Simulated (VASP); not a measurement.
# AgF4 (P4/mmm) in VASP: relaxation of cell and atoms with PBE

Aim: the relaxation of cell and atoms of AgF4 with PBE.

Program: VASP 6.6.1. These are calculated values, not measurements. Logs are shortened: lines on timing, memory, paths and dates and some standing lists are left out, and cuts for length are marked.

### Step 1. The cell of the first run

Symmetry: P4/mmm, No. 123, tetragonal system. The conventional cell has a = 3.634 Å, b = 3.634 Å, c = 5.026 Å, α = 90.00°, β = 90.00°, γ = 90.00°. Within 2.9 Å of Ag (site symmetry 4/mmm) lie 8 F at 2.18 Å. F (site symmetry 2mm) has 2 Ag at 2.18 Å and 6 F at 2.40 to 2.62 Å within 2.9 Å.

### Step 2. Relaxation of cell and atoms, PBE (atoms taken out)

File INCAR:

```
PREC     = Accurate       # precision mode
ENCUT    = 700            # plane-wave cutoff, eV
EDIFF    = 1E-7           # SCF threshold, eV
ISMEAR   = 0              # smearing method
SIGMA    = 0.1            # smearing width, eV
LREAL    = False          # projectors in reciprocal space
LASPH    = True           # aspherical terms in the spheres
NELM     = 120            # most SCF steps
ALGO     = Normal         # electronic algorithm
ISIF     = 3              # what is computed and relaxed
LWAVE    = False          # write WAVECAR
LCHARG   = False          # write CHGCAR
GGA      = PE             # functional
IBRION   = 2              # ionic algorithm
NSW      = 100            # ionic steps
EDIFFG   = -0.01          # ionic threshold
GGA_COMPAT= False        
NELMIN   = 4
```

File KPOINTS:

```
Automatic mesh
0
Gamma
  10 10 8
```

File POSCAR:

```
AgF4
1.0
    3.6335373399      0.0000000000      0.0000000000
    0.0000000000      3.6335373399      0.0000000000
    0.0000000000      0.0000000000      5.0259382715
Ag F
1 4
Direct
    0.0000000000      0.0000000000      0.0000000000
    0.5000000000      0.0000000000      0.2392434623
    0.0000000000      0.5000000000      0.7607565377
    0.5000000000      0.0000000000      0.7607565377
    0.0000000000      0.5000000000      0.2392434623
```

Potentials or basis: VASP PAW PBE potentials, release 64 (Ag_sv_GW, F).

Run with:

```bash
cat potpaw_PBE.64/Ag_sv_GW/POTCAR potpaw_PBE.64/F/POTCAR > POTCAR
mpirun -np 1 vasp_std > vasp.out
```

OUTCAR:

```text
PREC = Accurate
   ENCUT = 700
   EDIFF = 1E-7
   ISMEAR = 0
   LREAL = False
   LASPH = True
   NELM = 120
   ISIF = 3
   GGA = PE
   IBRION = 2
   NSW = 100
   EDIFFG = -0.01
   NELMIN = 4

 ion  position               nearest neighbor table
   1  0.000  0.000  0.000-   2 2.18   3 2.18   4 2.18   5 2.18   3 2.18   5 2.18   2 2.18   4 2.18

   2  0.500  0.000  0.239-   1 2.18   1 2.18
   3  0.000  0.500  0.761-   1 2.18   1 2.18
   4  0.500  0.000  0.761-   1 2.18   1 2.18
   5  0.000  0.500  0.239-   1 2.18   1 2.18

  LATTYP: Found a simple tetragonal cell.
 ALAT       =     3.6335373399
 C/A-ratio  =     1.3832080976

  Lattice vectors:

 A1 = (   3.6335373399,   0.0000000000,   0.0000000000)
 A2 = (   0.0000000000,   3.6335373399,   0.0000000000)
 A3 = (   0.0000000000,   0.0000000000,   5.0259382715)

Analysis of symmetry for initial positions (statically):
=====================================================================
 Subroutine PRICEL returns:
 Original cell was already a primitive cell.

 Routine SETGRP: Setting up the symmetry group for a
 simple tetragonal supercell.

 Subroutine GETGRP returns: Found 16 space group operations
 (whereof 16 operations were pure point group operations)
 out of a pool of 16 trial point group operations.

The static configuration has the point symmetry D_4h.

Analysis of symmetry for dynamics (positions and initial velocities):
=====================================================================
 Subroutine PRICEL returns:
 Original cell was already a primitive cell.

 Routine SETGRP: Setting up the symmetry group for a
 simple tetragonal supercell.

 Subroutine GETGRP returns: Found 16 space group operations
 (whereof 16 operations were pure point group operations)
 out of a pool of 16 trial point group operations.

The dynamic configuration has the point symmetry D_4h.

 Subroutine INISYM returns: Found 16 space group operations
 (whereof 16 operations are pure point group operations),
 and found     1 'primitive' translations

----------------------------------------------------------------------------------------

                                     Primitive cell

  volume of cell :      66.3554

  direct lattice vectors                    reciprocal lattice vectors
     3.633537340  0.000000000  0.000000000     0.275213905  0.000000000  0.000000000
     0.000000000  3.633537340  0.000000000     0.000000000  0.275213905  0.000000000
     0.000000000  0.000000000  5.025938272     0.000000000  0.000000000  0.198967824

  length of vectors
     3.633537340  3.633537340  5.025938272     0.275213905  0.275213905  0.198967824

  position of ions in fractional coordinates (direct lattice)
     0.000000000  0.000000000  0.000000000
     0.500000000  0.000000000  0.239243462
     0.000000000  0.500000000  0.760756538
     0.500000000  0.000000000  0.760756538
     0.000000000  0.500000000  0.239243462

  ion indices of the primitive-cell ions
   primitive index   ion index
                 1           1
                 2           2
                 3           3
                 4           4
                 5           5

----------------------------------------------------------------------------------------

 KPOINTS: Automatic mesh

Automatic generation of k-mesh.
 Grid dimensions read from file:
 generate k-points for:   10   10    8

 Generating k-lattice:

[... 61 lines left out ...]
   EDIFF  = 0.1E-06   stopping-criterion for ELM
   LREAL  =      F    real-space projection
   EDIFFG = -.1E-01   stopping-criterion for IOM
   NSW    =    100    number of steps for IOM
   IBRION =      2    ionic relax: 0-MD 1-quasi-New 2-CG
   NFREE  =      1    steps in history (QN), initial steepest desc. (CG)
   ISIF   =      3    stress and relaxation
   ISYM   =      2    0-nonsym 1-usesym 2-fastsym
   POTIM  = 0.5000    time-step for ionic-motion
   TEBEG  =    0.0;   TEEND  =   0.0 temperature during run
   PSTRESS=    0.0 pullay stress
   NELECT =      47.0000    total number of electrons
   NUPDOWN=      -1.0000    fix difference up-down
   EMIN   =  10.00;   EMAX   =-10.00  energy-range for DOS
   EFERMI =   0.00;   METHOD = LEGACY
   ISMEAR =     0;   SIGMA  =   0.10  broadening in eV -4-tet -1-fermi 0-gaus
   EFERMI_NEDOS =   21; number of points for ismear=-14 and -15
   IALGO  =     38    algorithm
   IMIX   =      4    mixing-type and parameters
     AMIX     =   0.40;   BMIX     =  1.00
     AMIX_MAG =   1.60;   BMIX_MAG =  1.00
  volume/ion in A,a.u.               =      13.27        89.56
  Fermi-wavevector in a.u.,A,eV,Ry     =   1.459314  2.757703 28.974918  2.129596
  Thomas-Fermi vector in A             =   2.575895
   LORBIT       =      0    0 simple, 1 ext, 2 COOP (PROOUT), +10 PAW based schemes
   GGA     = PE    functional components
   LHFCALC =     F    Hartree Fock is set to
   AEXX    =    0.0000 exact exchange contribution
   IVDW    =     0    specifies the selected vdW correction
   LEPSILON=     F    determine dielectric tensor
   LRPA    =     F    only Hartree local field effects (RPA)
 conjugate gradient relaxation of ions
 non-spin polarized calculation
 Gauss-broadening in eV      SIGMA  =   0.10
  energy-cutoff  :      700.00
  volume of cell :       66.36
 maximum number of plane-waves:      2820
 NGX is ok and might be reduce to    32
   NGX = 15   NGY = 15   NGZ = 21

--------------------------------------- Ionic step        1  -------------------------------------------

 number of electron      46.9999976 magnetization

 Free energy of the ion-electron system (eV)
  ---------------------------------------------------
  ext. energy  EPLUGINS =         0.00000000
  ---------------------------------------------------
  free energy    TOTEN  =       -10.44786842 eV

  energy without entropy =      -10.40325467  energy(sigma->0) =      -10.42556154

------------------------ aborting loop because EDIFF is reached ----------------------------------------

  FORCE on cell =-STRESS in cart. coord.  units (eV):
  Direction    XX          YY          ZZ          XY          YZ          ZX
  --------------------------------------------------------------------------------------
  -------------------------------------------------------------------------------------
  Total       -0.1391232     -0.1391232     -0.0811970      0.0000000     -0.0000000      0.0000000
  in kB       -3.3591847     -3.3591847     -1.9605320      0.0000000     -0.0000000      0.0000000
  external PRESSURE =      -2.8929671 kB  Pullay stress =       0.0000000 kB

 VOLUME and BASIS-vectors are now :
 -----------------------------------------------------------------------------
  energy-cutoff  :      700.00
  volume of cell :       66.36
      direct lattice vectors                 reciprocal lattice vectors
     3.633537340  0.000000000  0.000000000     0.275213905  0.000000000  0.000000000
     0.000000000  3.633537340  0.000000000     0.000000000  0.275213905  0.000000000
     0.000000000  0.000000000  5.025938272     0.000000000  0.000000000  0.198967824

 POSITION                                       TOTAL-FORCE (eV/Angst)
 -----------------------------------------------------------------------------------
      0.00000      0.00000      0.00000         0.000000      0.000000      0.000000
      1.81677      0.00000      1.20242        -0.000000      0.000000     -0.017807
      0.00000      1.81677      3.82352         0.000000     -0.000000      0.017807
      1.81677      0.00000      3.82352         0.000000     -0.000000      0.017807
      0.00000      1.81677      1.20242        -0.000000     -0.000000     -0.017807
 -----------------------------------------------------------------------------------
    total drift:                                0.000000      0.000000     -0.000000

  FREE ENERGIE OF THE ION-ELECTRON SYSTEM (eV)
  ---------------------------------------------------
  free  energy   TOTEN  =       -10.4478684174 eV

  energy  without entropy=      -10.4032546705  energy(sigma->0) =      -10.42556154

--------------------------------------- Ionic step        2  -------------------------------------------

 number of electron      46.9999974 magnetization

 Free energy of the ion-electron system (eV)
  ---------------------------------------------------
  ext. energy  EPLUGINS =         0.00000000
  ---------------------------------------------------
  free energy    TOTEN  =       -10.44809953 eV

  energy without entropy =      -10.40382718  energy(sigma->0) =      -10.42596335

 E-fermi :  -1.6120     XC(G=0):  -9.6292

 val. band max:       -1.6120057071   @ k =   0.4000   0.2000   0.5000
 cond. band min:      -1.6102553594   @ k =   0.4000   0.4000   0.1250
 fundamental gap:      0.0017503476
 Fermi energy:        -1.6119659577

 k-point     1 :       0.0000    0.0000    0.0000
  band No.  band energies     occupation
      1     -93.3686      2.00000
      2     -56.7643      2.00000
      3     -56.7444      2.00000
      4     -56.7444      2.00000
      5     -23.1012      2.00000
      6     -22.3924      2.00000
[... 733 lines left out ...]
     27      10.7707      0.00000
     28      11.3086      0.00000

 [... further k-points ...]
[... 5 lines left out ...]
  --------------------------------------------------------------------------------------
  -------------------------------------------------------------------------------------
  Total       -0.0077326     -0.0077326      0.0479037      0.0000000     -0.0000000      0.0000000
  in kB       -0.1873567     -0.1873567      1.1606735      0.0000000     -0.0000000      0.0000000
  external PRESSURE =       0.2619867 kB  Pullay stress =       0.0000000 kB

 VOLUME and BASIS-vectors are now :
 -----------------------------------------------------------------------------
  energy-cutoff  :      700.00
  volume of cell :       66.13
      direct lattice vectors                 reciprocal lattice vectors
     3.628659916  0.000000000  0.000000000     0.275583831  0.000000000  0.000000000
     0.000000000  3.628659916 -0.000000000     0.000000000  0.275583831  0.000000000
     0.000000000 -0.000000000  5.022000794     0.000000000  0.000000000  0.199123824

 POSITION                                       TOTAL-FORCE (eV/Angst)
 -----------------------------------------------------------------------------------
      0.00000      0.00000      0.00000         0.000000     -0.000000     -0.000000
      1.81433     -0.00000      1.20062        -0.000000     -0.000000      0.003505
      0.00000      1.81433      3.82138        -0.000000      0.000000     -0.003505
      1.81433      3.62866      3.82138         0.000000      0.000000     -0.003505
      3.62866      1.81433      1.20062         0.000000     -0.000000      0.003505
 -----------------------------------------------------------------------------------
    total drift:                                0.000000     -0.000000      0.000000

  FREE ENERGIE OF THE ION-ELECTRON SYSTEM (eV)
  ---------------------------------------------------
  free  energy   TOTEN  =       -10.4480995302 eV

  energy  without entropy=      -10.4038271789  energy(sigma->0) =      -10.42596335

 reached required accuracy - stopping structural energy minimisation
```

Wall time 5.8 min (1 thread of Intel Xeon 6975P-C (Granite Rapids), shared host); peak memory 0.45 GiB.

Results:

```yaml
Free_energy: -10.4481 eV
Relaxed_volume: 13.23 Å³/atom
Relaxed_cell: a = 3.629 Å, b = 3.629 Å, c = 5.022 Å, α = 90.00°, β = 90.00°, γ = 90.00°
Space_group_after_relaxing_to_0.1_Å: P4/mmm (No. 123)
Energy_gained_by_relaxing: 0.0 meV/atom
Ionic_steps: 2
Pressure_after_relaxing: 0.0 GPa
Largest_force_after_relaxing: 0.004 eV/Å
Band_gap_on_the_k_mesh: zero (an odd number of electrons rules out a gap without spin polarisation)
```

Forces on the atoms (eV/Å):
```
Ag   0.000  0.000  0.000
F    0.000  0.000  0.004
F    0.000  0.000 -0.004
F    0.000  0.000 -0.004
F    0.000  0.000  0.004
```

The path:
```
step  energy change (eV)  largest force (eV/Å)  pressure (GPa)  volume (Å³)
   1              0.0000                0.0178           -0.29        66.36
   2             -0.0002                0.0035            0.03        66.13
```

Final structure:
```
Ag F
1.0
     3.62866    0.00000    0.00000
     0.00000    3.62866    0.00000
     0.00000    0.00000    5.02200
Ag F
1 4
Direct
  0.00000 0.00000 0.00000
  0.50000 0.00000 0.23907
  0.00000 0.50000 0.76093
  0.50000 0.00000 0.76093
  0.00000 0.50000 0.23907
```

Levels at points of the mesh, in eV from the Fermi level:
| k point | band 22 | band 23 | band 24 | band 25 | band 26 | band 27 |
| --- | --- | --- | --- | --- | --- | --- |
| (0.00, 0.00, 0.00) | -0.44 | -0.25 | 0.39 | 0.39 | 6.34 | 12.53 |
| (0.50, 0.00, 0.00) | -0.64 | -0.38 | 0.04 | 0.37 | 9.07 | 11.09 |
| (0.50, 0.50, 0.00) | -0.09 | -0.04 | -0.04 | 0.31 | 10.60 | 13.21 |
| (0.00, 0.00, 0.50) | -0.94 | 0.18 | 0.30 | 0.30 | 7.42 | 9.85 |
| (0.50, 0.00, 0.50) | -0.79 | -0.50 | 0.06 | 0.28 | 9.44 | 11.50 |
| (0.50, 0.50, 0.50) | -0.78 | -0.29 | -0.16 | 0.37 | 10.65 | 13.22 |

Caveat: the cell differs from its parent crystal (atoms taken out); an odd number of electrons without spin polarisation forces a metal; a magnetic or distorted state may lie lower.
